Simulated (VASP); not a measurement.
**BiTe: single point with PBE**

Crystal: BiTe.

```
Bi Te
1.0
     0.00000    3.27644    3.27644
     3.27644    0.00000    3.27644
     3.27644    3.27644    0.00000
Bi Te
1 1
Direct
  0.00000 0.00000 0.00000
  0.50000 0.50000 0.50000
```

This cell differs from its parent crystal: volume scaled by 1.02.

```yaml
Program: VASP 6.6.1
Task: single point
Functional: PBE
Potentials_or_basis: VASP PAW PBE potentials, release 64 (Bi_d, Te)
Cutoff: 520 eV
k_mesh: 12 × 12 × 12
Occupations: fermi-dirac, width 0.15 eV
Spin: no spin polarisation
```

```yaml
Pressure: -0.9 GPa
```

Levels at points of the mesh, in eV from the Fermi level:
| k point | band 7 | band 8 | band 9 | band 10 | band 11 | band 12 | band 13 | band 14 |
| --- | --- | --- | --- | --- | --- | --- | --- | --- |
| (0.00, 0.00, 0.00) | -8.28 | -2.46 | -2.46 | -2.46 | 2.06 | 2.06 | 2.06 | 4.72 |
| (0.50, 0.00, 0.00) | -11.14 | -1.85 | -1.85 | -1.62 | -0.81 | -0.58 | -0.58 | 7.23 |
| (0.50, 0.50, 0.00) | -9.96 | -5.41 | -3.85 | -3.85 | 2.37 | 3.40 | 3.40 | 4.67 |

It took 43 s on 1 thread of Intel(R) Xeon(R) Platinum 8488C (Sapphire Rapids) (shared host), peak memory 0.26 GiB.

Caveat: spin-orbit coupling is left out, which moves the levels of the heavy elements.
